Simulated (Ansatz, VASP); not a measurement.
**Two plane-wave programs on PbSe**

```
CELL_PARAMETERS angstrom
0.00000 3.21943 3.11769
3.21943 0.00000 3.11769
3.21943 3.21943 0.00000
ATOMIC_POSITIONS crystal
Pb 0.00000 0.00000 0.00000
Se 0.50000 0.50000 0.50000
```

Alike in both runs: task single point; functional PBE; dispersion D3(BJ); k mesh 10 × 10 × 10; occupations gaussian, width 0.03 eV; no spin polarisation.

```csv
,VASP,Ansatz
version,VASP 6.6.1,Ansatz 0.2.0
potentials or method,"VASP PAW PBE potentials, release 64 (Pb_d, Se), cutoff 520 eV","scalar-relativistic, plane waves, PAW"
valence electrons in the cell,20,30
```

|  | VASP | Ansatz | Ansatz less VASP |
| --- | --- | --- | --- |
| gap on the k mesh at the Fermi level (eV) | 0.60 | 0.60 | -0.004 |
| least direct gap on the mesh (eV) | 0.60 | 0.60 | -0.004 |
| pressure (GPa) | -2.1 | -2.1 | +0.02 |
| traceless stress, the component that is largest in VASP (GPa) | 1.63 | 1.63 | -0.006 |

VASP's potentials hold 20 valence electrons a cell and Ansatz's 30, so a difference there can come from the potentials and not from the codes. Ansatz's warnings: dispersion switch in reach.

Spin-orbit coupling is off throughout.
